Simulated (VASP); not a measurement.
# Si (P1) in VASP: a series of runs, part 2 of 2

VASP 6.6.1. Earlier steps stand in the parts before.

## 3. Single point, LDA (the part above a cut slid along it)

INCAR reads:

```
PREC = Accurate ; ENCUT = 500
EDIFF = 1E-6 ; ISMEAR = 0
SIGMA = 0.15 ; LREAL = False
LASPH = True ; NELM = 120
ALGO = Normal ; ISIF = 2
LWAVE = False ; LCHARG = False
NBANDS = 46 ; GGA_COMPAT = False
```

KPOINTS reads:

```
regular mesh
0
Gamma
  7 7 4
```

POSCAR reads:

```
Si
1.0
   -3.2836945321      3.2836945321     -3.2836945321
   -3.2836945321     -3.2836945321      3.2836945321
    0.0000000000      7.6621728212      5.4726053072
Si
16
Direct
    0.7642078077      1.0313084993      0.8011418465
    0.3475578077      0.4479584993      0.3011418465
    0.0918183700      1.1126653231      0.9489000000
    0.6751683700      0.5293153231      0.4489000000
    0.5066202393      0.2888960677      0.8466581535
    0.0899702393      0.7055460677      0.3466581535
    0.5879770631      0.6165066300      0.6989000000
    0.1713270631      0.0331566300      0.1989000000
    0.5861289323      0.6183547607      0.0966581535
    0.0027789323      0.2017047607      0.5966581535
    0.0918183700      0.7036979369      0.9489000000
    0.6751683700      0.1203479369      0.4489000000
    0.8437165007      0.3607671923      0.0511418465
    0.2603665007      0.9441171923      0.5511418465
    0.1790096769      0.6165066300      0.6989000000
    0.7623596769      0.0331566300      0.1989000000
```

Potentials or basis: VASP PAW LDA potentials, release 64 (Si).

Launch:

```sh
$ cat potpaw_LDA.64/Si/POTCAR > POTCAR
$ mpirun -np 1 vasp_std > vasp.out
```

OUTCAR:

```text
PREC = Accurate
   ENCUT = 500
   EDIFF = 1E-6
   ISMEAR = 0
   LREAL = False
   LASPH = True
   NELM = 120
   ISIF = 2

 ion  position               nearest neighbor table
   1  0.764  0.031  0.801-  10 2.33   3 2.36   7 2.36   5 2.36  13 2.79
   2  0.348  0.448  0.301-   9 2.33   4 2.36   8 2.36   6 2.36
   3  0.092  0.113  0.949-  11 2.33  13 2.35   1 2.36   5 2.36   8 2.58  16 2.79
   4  0.675  0.529  0.449-  12 2.33   7 2.36   2 2.36   6 2.36
   5  0.507  0.289  0.847-   7 2.36   3 2.36   1 2.36   9 2.79  13 2.79
   6  0.090  0.706  0.347-  14 2.33   8 2.36   4 2.36   2 2.36
   7  0.588  0.617  0.699-  15 2.33   4 2.36   5 2.36   1 2.36
   8  0.171  0.033  0.199-  16 2.33   6 2.36   2 2.36   3 2.58  11 2.79
   9  0.586  0.618  0.097-   2 2.33  16 2.36  13 2.36   5 2.79  11 2.94
  10  0.003  0.202  0.597-   1 2.33  12 2.36  15 2.36  14 2.36
  11  0.092  0.704  0.949-  13 2.24   3 2.33  15 2.36   8 2.79   9 2.94
  12  0.675  0.120  0.449-   4 2.33  16 2.36  10 2.36  14 2.36
  13  0.844  0.361  0.051-  11 2.24   3 2.35  16 2.36   9 2.36   1 2.79   5 2.79
  14  0.260  0.944  0.551-   6 2.33  15 2.36  12 2.36  10 2.36
  15  0.179  0.617  0.699-   7 2.33  11 2.36  14 2.36  10 2.36
  16  0.762  0.033  0.199-   8 2.33  12 2.36  13 2.36   9 2.36   3 2.79

  LATTYP: Found a base centered monoclinic cell.
 ALAT       =     9.2876906840
 B/A-ratio  =     0.7071067812
 C/A-ratio  =     1.0137992355
 COS(beta)  =    -0.1644309782

  Lattice vectors:

 A1 = (  -3.2836945321,  -3.2836945321,   3.2836945321)
 A2 = (   3.2836945321,  -3.2836945321,   3.2836945321)
 A3 = (   0.0000000000,   7.6621728212,   5.4726053072)

Analysis of symmetry for initial positions (statically):
=====================================================================
 Subroutine PRICEL returns:
 Original cell was already a primitive cell.

 Routine SETGRP: Setting up the symmetry group for a
 base centered monoclinic supercell.

 Subroutine GETGRP returns: Found  1 space group operations
 (whereof  1 operations were pure point group operations)
 out of a pool of  4 trial point group operations.

The static configuration has the point symmetry C_1 .

Analysis of symmetry for dynamics (positions and initial velocities):
=====================================================================
 Subroutine PRICEL returns:
 Original cell was already a primitive cell.

 Routine SETGRP: Setting up the symmetry group for a
 base centered monoclinic supercell.

 Subroutine GETGRP returns: Found  1 space group operations
 (whereof  1 operations were pure point group operations)
 out of a pool of  4 trial point group operations.

The dynamic configuration has the point symmetry C_1 .

 Subroutine INISYM returns: Found  1 space group operations
 (whereof  1 operations are pure point group operations),
 and found     1 'primitive' translations

----------------------------------------------------------------------------------------

                                     Primitive cell

  volume of cell :     283.2554

  direct lattice vectors                    reciprocal lattice vectors
    -3.283694532  3.283694532 -3.283694532    -0.152267513  0.063442259 -0.088825254
    -3.283694532 -3.283694532  3.283694532    -0.152267513 -0.063442259  0.088825254
     0.000000000  7.662172821  5.472605307     0.000000000  0.076133757  0.076133757

  length of vectors
[... 68 lines left out ...]
  0.142857  0.000000  0.000000      2.000000
  0.000000  0.142857  0.000000      2.000000
  0.285714  0.000000  0.000000      2.000000
  0.000000  0.285714 -0.000000      2.000000
  0.428571 -0.000000  0.000000      2.000000
[... 16 lines left out ...]
 -0.285714  0.285714 -0.000000      2.000000
  0.428571  0.428571  0.000000      2.000000
 [... further k-points ...]
   k-points           NKPTS =     99   k-points in BZ     NKDIM =     99   number of bands    NBANDS=     46
   number of dos      NEDOS =    301   number of ions     NIONS =     16
   total plane-waves  NPLWV = 123480
   dimension x,y,z NGX =    42 NGY =   42 NGZ =   70
   dimension x,y,z NGXF=    84 NGYF=   84 NGZF=  140
   ions per type =              16
   NGX,Y,Z   is equivalent  to a cutoff of  12.28, 12.28, 12.36 a.u.
   NGXF,Y,Z  is equivalent  to a cutoff of  24.55, 24.55, 24.72 a.u.
 SYSTEM =  unknown system
   PREC   = accura    normal or accurate (medium, high low for compatibility)
   ISTART =      0    job   : 0-new  1-cont  2-samecut
   ICHARG =      2    charge: 1-file 2-atom 10-const
   ISPIN  =      1    spin polarized calculation?
   LNONCOLLINEAR =      F non collinear calculations
   LSORBIT =      F    spin-orbit coupling
   LASPH  =      T    aspherical Exc in radial PAW
   ENCUT  =  500.0 eV  36.75 Ry    6.06 a.u.  10.37 10.37 17.17*2*pi/ulx,y,z
   NELM   =    120;   NELMIN=  2; NELMDL= -5     # of ELM steps
   EDIFF  = 0.1E-05   stopping-criterion for ELM
   LREAL  =      F    real-space projection
[... 7 lines left out ...]
   TEBEG  =    0.0;   TEEND  =   0.0 temperature during run
   PSTRESS=    0.0 pullay stress
   NELECT =      64.0000    total number of electrons
   NUPDOWN=      -1.0000    fix difference up-down
   EMIN   =  10.00;   EMAX   =-10.00  energy-range for DOS
   EFERMI =   0.00;   METHOD = LEGACY
   ISMEAR =     0;   SIGMA  =   0.15  broadening in eV -4-tet -1-fermi 0-gaus
   EFERMI_NEDOS =   21; number of points for ismear=-14 and -15
   IALGO  =     38    algorithm
   IMIX   =      4    mixing-type and parameters
     AMIX     =   0.40;   BMIX     =  1.00
     AMIX_MAG =   1.60;   BMIX_MAG =  1.00
  volume/ion in A,a.u.               =      17.70       119.47
  Fermi-wavevector in a.u.,A,eV,Ry     =   0.997108  1.884260 13.527236  0.994224
  Thomas-Fermi vector in A             =   2.129242
   LORBIT       =      0    0 simple, 1 ext, 2 COOP (PROOUT), +10 PAW based schemes
   GGA     = CA    functional components
   LHFCALC =     F    Hartree Fock is set to
   AEXX    =    0.0000 exact exchange contribution
   IVDW    =     0    specifies the selected vdW correction
   LEPSILON=     F    determine dielectric tensor
   LRPA    =     F    only Hartree local field effects (RPA)
 non-spin polarized calculation
 Gauss-broadening in eV      SIGMA  =   0.15
  energy-cutoff  :      500.00
  volume of cell :      283.26
 maximum number of plane-waves:      7220
 NGX is ok and might be reduce to    42
   NGX = 21   NGY = 21   NGZ = 35

 number of electron      64.0000001 magnetization

 Free energy of the ion-electron system (eV)
  ---------------------------------------------------
  ext. energy  EPLUGINS =         0.00000000
  ---------------------------------------------------
  free energy    TOTEN  =       -90.17886257 eV

  energy without entropy =      -90.11381199  energy(sigma->0) =      -90.14633728

 E-fermi :   7.3232     XC(G=0): -10.2329

 val. band max:        7.3156425322   @ k =   0.1429   0.2857  -0.2500
 cond. band min:       7.3253030622   @ k =   0.2857  -0.0000   0.2500
 fundamental gap:      0.0096605299
 Fermi energy:         7.3231653756

 k-point     1 :       0.0000    0.0000    0.0000
  band No.  band energies     occupation
      1      -5.7057      2.00000
      2      -4.2417      2.00000
      3      -4.0039      2.00000
      4      -1.7864      2.00000
      5      -1.6179      2.00000
      6      -1.1201      2.00000
[... 1117 lines left out ...]
     43      10.1789      0.00000
     44      10.2837      0.00000

 [... further k-points ...]

 [bands above 44 left out]

------------------------ aborting loop because EDIFF is reached ----------------------------------------

  FORCE on cell =-STRESS in cart. coord.  units (eV):
  Direction    XX          YY          ZZ          XY          YZ          ZX
  --------------------------------------------------------------------------------------
  -------------------------------------------------------------------------------------
  Total        3.7167182     -2.2400857      1.7418057      2.4244332     -0.6912834      0.8780327
  in kB       21.0228687    -12.6705941      9.8521735     13.7133188     -3.9101052      4.9664155
  external PRESSURE =       6.0681494 kB  Pullay stress =       0.0000000 kB

 VOLUME and BASIS-vectors are now :
 -----------------------------------------------------------------------------
  energy-cutoff  :      500.00
  volume of cell :      283.26
      direct lattice vectors                 reciprocal lattice vectors
    -3.283694532  3.283694532 -3.283694532    -0.152267513  0.063442259 -0.088825254
    -3.283694532 -3.283694532  3.283694532    -0.152267513 -0.063442259  0.088825254
     0.000000000  7.662172821  5.472605307     0.000000000  0.076133757  0.076133757

 POSITION                                       TOTAL-FORCE (eV/Angst)
 -----------------------------------------------------------------------------------
     -2.61223      8.54510      1.97772         0.312104     -0.143183     -0.200109
     -2.61223      1.97772      1.97772         0.274172     -0.131850      0.064015
     -0.67146      7.20218      5.26141        -0.284013      0.256406     -0.650812
     -3.95516      3.91849      1.97772        -0.203172     -0.062637     -0.050422
     -2.61223      7.20218      3.91849        -0.285805      0.409724      0.588009
     -2.61223      0.63479      3.91849         0.148819     -0.018581      0.023568
[... 8 lines left out ...]
     -2.61223      3.91849      5.26141         0.171125     -0.093092      0.010213
     -2.61223      3.91849     -1.30598         0.319941      0.156524      0.569059
 -----------------------------------------------------------------------------------
    total drift:                               -0.000075      0.000106      0.000054

  FREE ENERGIE OF THE ION-ELECTRON SYSTEM (eV)
  ---------------------------------------------------
  free  energy   TOTEN  =       -90.1788625670 eV

  energy  without entropy=      -90.1138119857  energy(sigma->0) =      -90.14633728
```

Run time: 32 min. Hardware: 1 thread of Oxide Virtual Turin-like, shared host; peak memory 0.75 GiB.

Results:

| Quantity | Value |
| --- | --- |
| Free energy | -90.1789 eV |
| Pressure | 0.6 GPa |
| Largest force | 1.196 eV/Å |
| Band gap on the k mesh | zero (bands 32 and 33 overlap by 0.62 eV) |

Forces in eV/Å, atoms in the order of the input:
```
Si   0.312 -0.143 -0.200
Si   0.274 -0.132  0.064
Si  -0.284  0.256 -0.651
Si  -0.203 -0.063 -0.050
Si  -0.286  0.410  0.588
Si   0.149 -0.019  0.024
Si  -0.157  0.159  0.003
Si  -0.304  0.130 -0.361
Si   0.422 -1.084 -0.276
Si  -0.212 -0.062 -0.025
Si  -0.973  0.222 -0.584
Si   0.249  0.162  0.053
Si   0.706 -0.015  0.727
Si  -0.185  0.115  0.108
Si   0.171 -0.093  0.010
Si   0.320  0.157  0.569
```

Caveat: the cell differs from its parent crystal (the part above a cut slid along it); semilocal functionals underestimate gaps, and a narrow one can read as zero; forces of over 1 eV/Å act on the atoms, so gaps and moduli don't describe the material at rest.

## 4. Single point, LDA (the part above a cut slid along it)

INCAR reads:

```
PREC = Accurate
ENCUT = 500
EDIFF = 1E-6
ISMEAR = 0
SIGMA = 0.15
LREAL = False
LASPH = True
NELM = 120
ALGO = Normal
ISIF = 2
LWAVE = False
LCHARG = False
NBANDS = 46
GGA_COMPAT = False
```

KPOINTS reads:

```
Automatic mesh
0
Gamma
  7 7 4
```

POSCAR reads:

```
Si
1.0
   -3.2836945321      3.2836945321     -3.2836945321
   -3.2836945321     -3.2836945321      3.2836945321
    0.0000000000      7.1144525732      6.0203255552
Si
16
Direct
    0.8310230377      0.9644932693      0.8011418465
    0.3726730377      0.4228432693      0.3011418465
    0.1709566300      1.0335270631      0.9489000000
    0.7126066300      0.4918770631      0.4489000000
    0.5772315293      0.2182847777      0.8466581535
    0.1188815293      0.6766347777      0.3466581535
    0.6462653231      0.5582183700      0.6989000000
    0.1879153231      0.0165683700      0.1989000000
    0.5941902223      0.6102934707      0.0966581535
    0.0525402223      0.1519434707      0.5966581535
    0.1709566300      0.6245596769      0.9489000000
    0.7126066300      0.0829096769      0.4489000000
    0.8479817307      0.3565019623      0.0511418465
    0.3063317307      0.8981519623      0.5511418465
    0.2372979369      0.5582183700      0.6989000000
    0.7789479369      0.0165683700      0.1989000000
```

Potentials or basis: VASP PAW LDA potentials, release 64 (Si).

Launch:

```sh
$ cat potpaw_LDA.64/Si/POTCAR > POTCAR
$ mpirun -np 1 vasp_std > vasp.out
```

OUTCAR:

```text
PREC = Accurate
   ENCUT = 500
   EDIFF = 1E-6
   ISMEAR = 0
   LREAL = False
   LASPH = True
   NELM = 120
   ISIF = 2

 ion  position               nearest neighbor table
   1  0.831  0.964  0.801-  10 2.33   3 2.36   7 2.36   5 2.36  13 3.10
   2  0.373  0.423  0.301-   9 2.33   4 2.36   8 2.36   6 2.36
   3  0.171  0.034  0.949-  11 2.33   8 2.35   1 2.36   5 2.36  13 3.07  16 3.10
   4  0.713  0.492  0.449-  12 2.33   7 2.36   2 2.36   6 2.36
   5  0.577  0.218  0.847-   7 2.36   3 2.36   1 2.36  13 2.45   9 3.10
   6  0.119  0.677  0.347-  14 2.33   8 2.36   4 2.36   2 2.36
   7  0.646  0.558  0.699-  15 2.33   4 2.36   5 2.36   1 2.36
[... 1371 lines left out ...]
  in kB       16.6000161    -45.2565657     35.9452012      9.8928741      2.9837607      4.8040769
  external PRESSURE =       2.4295506 kB  Pullay stress =       0.0000000 kB

 VOLUME and BASIS-vectors are now :
 -----------------------------------------------------------------------------
  energy-cutoff  :      500.00
  volume of cell :      283.26
      direct lattice vectors                 reciprocal lattice vectors
    -3.283694532  3.283694532 -3.283694532    -0.152267513  0.069791815 -0.082475698
    -3.283694532 -3.283694532  3.283694532    -0.152267513 -0.069791815  0.082475698
     0.000000000  7.114452573  6.020325555     0.000000000  0.076133757  0.076133757

 POSITION                                       TOTAL-FORCE (eV/Angst)
 -----------------------------------------------------------------------------------
     -5.89593      5.26141      5.26141         0.360854     -0.102737     -0.157473
     -2.61223      1.97772      1.97772         0.051308     -0.181066      0.114915
     -0.67146      7.20218      5.26141        -0.256696      0.376661     -0.233536
     -3.95516      3.91849      1.97772        -0.051810     -0.002041     -0.060461
     -2.61223      7.20218      3.91849        -0.156410      0.526469     -0.030864
     -2.61223      0.63479      3.91849         0.180082     -0.060800     -0.089404
[... 8 lines left out ...]
     -2.61223      3.91849      5.26141         0.110450     -0.039089     -0.073469
     -2.61223      3.91849     -1.30598         0.162693      0.095045      0.222214
 -----------------------------------------------------------------------------------
    total drift:                               -0.000004      0.000083      0.000046

  FREE ENERGIE OF THE ION-ELECTRON SYSTEM (eV)
  ---------------------------------------------------
  free  energy   TOTEN  =       -91.9318385418 eV

  energy  without entropy=      -91.8990138973  energy(sigma->0) =      -91.91542622
```

stdout:

```text
POSCAR found type information on POSCAR Si
 POSCAR found :  1 types and      16 ions
 scaLAPACK will be used
 LDA part: xc-table for (Slater(with rela. corr.)+CA(PZ))
 , standard interpolation
 POSCAR, INCAR and KPOINTS ok, starting setup
 FFT: planning ... GRIDC
 FFT: planning ... GRID_SOFT
 FFT: planning ... GRID
 WAVECAR not read
 entering main loop
```

Wall time 38 min (1 thread of Oxide Virtual Turin-like, shared host); peak memory 0.75 GiB.

Results:

```yaml
Free_energy: -91.9318 eV
Pressure: 0.2 GPa
Largest_force: 2.694 eV/Å
Band_gap_on_the_k_mesh: zero (bands 32 and 33 overlap by 0.26 eV)
```

Forces in eV/Å, atoms in the order of the input:
```
Si   0.361 -0.103 -0.157
Si   0.051 -0.181  0.115
Si  -0.257  0.377 -0.234
Si  -0.052 -0.002 -0.060
Si  -0.156  0.526 -0.031
Si   0.180 -0.061 -0.089
Si  -0.094  0.131  0.021
Si  -0.303  0.065  0.264
Si   0.453 -1.138  0.574
Si  -0.159  0.015 -0.033
Si  -2.000  0.674 -1.674
Si   0.106  0.014  0.113
Si   1.763 -0.435  1.042
Si  -0.167  0.061  0.000
Si   0.110 -0.039 -0.073
Si   0.163  0.095  0.222
```

Caveat: the cell differs from its parent crystal (the part above a cut slid along it); the stress differs along the axes, from -5 to 4 GPa; semilocal functionals underestimate gaps, and a narrow one can read as zero; forces of over 1 eV/Å act on the atoms, so gaps and moduli don't describe the material at rest.

## 5. The runs side by side

| cell | gap on the mesh (eV) | pressure (GPa) | largest force (eV/Å) |
| --- | --- | --- | --- |
| a = 5.688, b = 5.688, c = 11.163 Å, angles 116.9, 63.1, 109.5°, 16 atoms | none | 22.8 | 65.53 |
| a = 5.688, b = 5.688, c = 9.416 Å, angles 97.7, 82.3, 109.5°, 16 atoms | none | 0.6 | 1.20 |
| a = 5.688, b = 5.688, c = 9.320 Å, angles 93.9, 86.1, 109.5°, 16 atoms | none | 0.2 | 2.69 |

Alike in all rows: task single point; level LDA; potentials or basis VASP PAW LDA potentials, release 64 (Si); no spin polarisation; k mesh 7 × 7 × 4; cutoff (eV) 500; smearing gaussian 0.15 eV.

Caveats: semilocal functionals underestimate gaps, and a narrow one can read as zero; forces of over 1 eV/Å act on the atoms, so gaps and moduli don't describe the material at rest; atoms lie so close that the PAW spheres overlap strongly, which falsifies energies and pressures (at least some runs); the stress differs along the axes, from 9 to 40 GPa (at least some runs); the stress differs along the axes, from -5 to 4 GPa (at least some runs).

Total energies depend on the potentials used, so only differences within one code and one set of settings carry meaning.

The gap in the log of VASP goes by the Fermi energy; the results here count the filled bands.